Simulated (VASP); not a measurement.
# Ta (Im-3m) in VASP: notebook

Ta is run at these levels: PBE; tasks: single point.

Everything below comes from runs of VASP 6.6.1. Logs are shortened: lines on timing, memory, paths and dates and some standing lists are left out, and cuts for length are marked.

## 1. The cell of the first run

Symmetry: Im-3m, No. 229, cubic system. Conventional cell: a = 3.189 Å, b = 3.189 Å, c = 3.189 Å, α = 90.00°, β = 90.00°, γ = 90.00°. Ta (site symmetry m-3m) has 14 Ta at 2.76 to 3.19 Å within 3.6 Å.

## 2. Single point, PBE

Input file INCAR:

```
ALGO = Normal
EDIFF = 1E-6
ENCUT = 520
GGA = PE
ISIF = 2
ISMEAR = -1
LASPH = True
LCHARG = True
LELF = True
LREAL = False
LVHAR = True
LWAVE = False
NBANDS = 12
NELM = 100
PREC = Accurate
SIGMA = 0.1
```

Input file KPOINTS:

```
k-points
0
Gamma
  12 12 12
```

Input file POSCAR:

```
Ta
1.0
   -1.5942933110      1.5942933110      1.5942933110
    1.5942933110     -1.5942933110      1.5942933110
    1.5942933110      1.5942933110     -1.5942933110
Ta
1
Direct
    0.0000000000      0.0000000000      0.0000000000
```

Potentials or basis: VASP PAW PBE potentials, release 64 (Ta_pv).

The run is started by

```bash
cat potpaw_PBE.64/Ta_pv/POTCAR > POTCAR
mpirun -np 1 vasp_std > vasp.out
```

OUTCAR:

```text
EDIFF = 1E-6
   ENCUT = 520
   GGA = PE
   ISIF = 2
   ISMEAR = -1
   LASPH = True
   LREAL = False
   NELM = 100
   PREC = Accurate

 ion  position               nearest neighbor table
   1  0.000  0.000  0.000-

  LATTYP: Found a body centered cubic cell.
 ALAT       =     3.1885866220

  Lattice vectors:

 A1 = (  -1.5942933110,   1.5942933110,   1.5942933110)
 A2 = (   1.5942933110,  -1.5942933110,   1.5942933110)
 A3 = (   1.5942933110,   1.5942933110,  -1.5942933110)

Analysis of symmetry for initial positions (statically):
=====================================================================
 Subroutine PRICEL returns:
 Original cell was already a primitive cell.

 Routine SETGRP: Setting up the symmetry group for a
 body centered cubic supercell.

 Subroutine GETGRP returns: Found 48 space group operations
 (whereof 48 operations were pure point group operations)
 out of a pool of 48 trial point group operations.

The static configuration has the point symmetry O_h .

Analysis of symmetry for dynamics (positions and initial velocities):
=====================================================================
 Subroutine PRICEL returns:
 Original cell was already a primitive cell.

 Routine SETGRP: Setting up the symmetry group for a
 body centered cubic supercell.

 Subroutine GETGRP returns: Found 48 space group operations
 (whereof 48 operations were pure point group operations)
 out of a pool of 48 trial point group operations.

The dynamic configuration has the point symmetry O_h .

 Subroutine INISYM returns: Found 48 space group operations
 (whereof 48 operations are pure point group operations),
 and found     1 'primitive' translations

----------------------------------------------------------------------------------------

                                     Primitive cell

  volume of cell :      16.2093

  direct lattice vectors                    reciprocal lattice vectors
    -1.594293311  1.594293311  1.594293311     0.000000000  0.313618577  0.313618577
     1.594293311 -1.594293311  1.594293311     0.313618577  0.000000000  0.313618577
     1.594293311  1.594293311 -1.594293311     0.313618577  0.313618577  0.000000000

  length of vectors
     2.761397017  2.761397017  2.761397017     0.443523645  0.443523645  0.443523645

[... 81 lines left out ...]
   NSW    =      0    number of steps for IOM
   IBRION =     -1    ionic relax: 0-MD 1-quasi-New 2-CG
   NFREE  =      0    steps in history (QN), initial steepest desc. (CG)
   ISIF   =      2    stress and relaxation
   ISYM   =      2    0-nonsym 1-usesym 2-fastsym
   POTIM  = 0.5000    time-step for ionic-motion
   TEBEG  =    0.0;   TEEND  =   0.0 temperature during run
   PSTRESS=    0.0 pullay stress
   NELECT =      11.0000    total number of electrons
   NUPDOWN=      -1.0000    fix difference up-down
   EMIN   =  10.00;   EMAX   =-10.00  energy-range for DOS
   EFERMI =   0.00;   METHOD = LEGACY
   ISMEAR =    -1;   SIGMA  =   0.10  broadening in eV -4-tet -1-fermi 0-gaus
   EFERMI_NEDOS =   21; number of points for ismear=-14 and -15
   IALGO  =     38    algorithm
   IMIX   =      4    mixing-type and parameters
     AMIX     =   0.40;   BMIX     =  1.00
     AMIX_MAG =   1.60;   BMIX_MAG =  1.00
  volume/ion in A,a.u.               =      16.21       109.39
  Fermi-wavevector in a.u.,A,eV,Ry     =   1.438636  2.718627 28.159607  2.069673
  Thomas-Fermi vector in A             =   2.557581
   LORBIT       =      0    0 simple, 1 ext, 2 COOP (PROOUT), +10 PAW based schemes
   GGA     = PE    functional components
   LHFCALC =     F    Hartree Fock is set to
   AEXX    =    0.0000 exact exchange contribution
   IVDW    =     0    specifies the selected vdW correction
   LEPSILON=     F    determine dielectric tensor
   LRPA    =     F    only Hartree local field effects (RPA)
 non-spin polarized calculation
  energy-cutoff  :      520.00
  volume of cell :       16.21
 maximum number of plane-waves:       466
 NGX is ok and might be reduce to    24
   NGX = 11   NGY = 11   NGZ = 11

 number of electron      11.0000001 magnetization

 Free energy of the ion-electron system (eV)
  ---------------------------------------------------
  ext. energy  EPLUGINS =         0.00000000
  ---------------------------------------------------
  free energy    TOTEN  =       -11.66056018 eV

  energy without entropy =      -11.62660271  energy(sigma->0) =      -11.64358144

 E-fermi :   6.3977     XC(G=0): -13.1646

 val. band max:        6.3538587093   @ k =  -0.3333   0.3333   0.1667
 cond. band min:       6.4450320878   @ k =  -0.1667   0.2500   0.0833
 fundamental gap:      0.0911733785
 Fermi energy:         6.3976894709

 k-point     1 :       0.0000    0.0000    0.0000
  band No.  band energies     occupation
      1     -26.2559      2.00000
      2     -26.2559      2.00000
      3     -26.2559      2.00000
      4      -1.9314      2.00000
      5       7.1029      0.00173
      6       7.1029      0.00173
      7       7.1029      0.00173
      8      10.7610      0.00000
      9      10.7610      0.00000
     10      21.8854      0.00000
     11      21.8854      0.00000
     12      21.8854      0.00000
[... 331 lines left out ...]
 k-point    24 :       0.4167    0.0833    0.0833
  band No.  band energies     occupation
      1     -27.7972      2.00000
      2     -26.8605      2.00000
      3     -26.3837      2.00000
      4       2.2193      2.00000
      5       4.4447      2.00000
      6       7.6968      0.00000
      7      11.0143      0.00000
      8      11.9345      0.00000
      9      16.3442      0.00000
     10      18.5058      0.00000
     11      19.6658      0.00000
     12      21.4635      0.00000

 [... further k-points ...]

------------------------ aborting loop because EDIFF is reached ----------------------------------------

  FORCE on cell =-STRESS in cart. coord.  units (eV):
  Direction    XX          YY          ZZ          XY          YZ          ZX
  --------------------------------------------------------------------------------------
  -------------------------------------------------------------------------------------
  Total        2.9205743      2.9205743      2.9205743      0.0000000      0.0000000     -0.0000000
  in kB      288.6783251    288.6783251    288.6783251      0.0000000      0.0000000     -0.0000000
  external PRESSURE =     288.6783251 kB  Pullay stress =       0.0000000 kB

 VOLUME and BASIS-vectors are now :
 -----------------------------------------------------------------------------
  energy-cutoff  :      520.00
  volume of cell :       16.21
      direct lattice vectors                 reciprocal lattice vectors
    -1.594293311  1.594293311  1.594293311     0.000000000  0.313618577  0.313618577
     1.594293311 -1.594293311  1.594293311     0.313618577  0.000000000  0.313618577
     1.594293311  1.594293311 -1.594293311     0.313618577  0.313618577  0.000000000

 POSITION                                       TOTAL-FORCE (eV/Angst)
 -----------------------------------------------------------------------------------
      0.00000      0.00000      0.00000         0.000000     -0.000000     -0.000000
 -----------------------------------------------------------------------------------
    total drift:                                0.000000      0.000000      0.000000

  FREE ENERGIE OF THE ION-ELECTRON SYSTEM (eV)
  ---------------------------------------------------
  free  energy   TOTEN  =       -11.6605601812 eV

  energy  without entropy=      -11.6266027055  energy(sigma->0) =      -11.64358144
```

OSZICAR:

```text
N       E                     dE             d eps       ncg     rms          rms(c)
DAV:   1     0.598659264754E+02    0.59866E+02   -0.61636E+03  1736   0.893E+02
DAV:   2    -0.111328626922E+02   -0.70999E+02   -0.69279E+02  1932   0.246E+02
DAV:   3    -0.120411280925E+02   -0.90827E+00   -0.90124E+00  2028   0.267E+01
DAV:   4    -0.120430424527E+02   -0.19144E-02   -0.19143E-02  1920   0.133E+00
DAV:   5    -0.120430472286E+02   -0.47759E-05   -0.47756E-05  1984   0.643E-02    0.163E+01
DAV:   6    -0.117568271958E+02    0.28622E+00   -0.21743E-01  1976   0.509E+00    0.839E+00
DAV:   7    -0.116618669813E+02    0.94960E-01   -0.21214E-01  1968   0.477E+00    0.421E-01
DAV:   8    -0.116606117974E+02    0.12552E-02   -0.40366E-03  1832   0.701E-01    0.131E-01
DAV:   9    -0.116605656380E+02    0.46159E-04   -0.12773E-04  2000   0.128E-01    0.278E-02
DAV:  10    -0.116605605021E+02    0.51359E-05   -0.38499E-06  1872   0.221E-02    0.477E-03
DAV:  11    -0.116605601812E+02    0.32092E-06   -0.10693E-07   964   0.371E-03
   1 F= -.11660560E+02 E0= -.11643581E+02  d E =-.339575E-01
```

Run time: 5.7 s. Hardware: 1 thread of Intel Xeon 6975P-C (Granite Rapids), shared host; peak memory 0.15 GiB.

Results:

| Property | Result |
| --- | --- |
| Free energy | -11.6606 eV |
| Pressure | 28.9 GPa |

Caveat: spin-orbit coupling is left out, which moves the levels of the heavy elements.

[end of part 1 of 2]
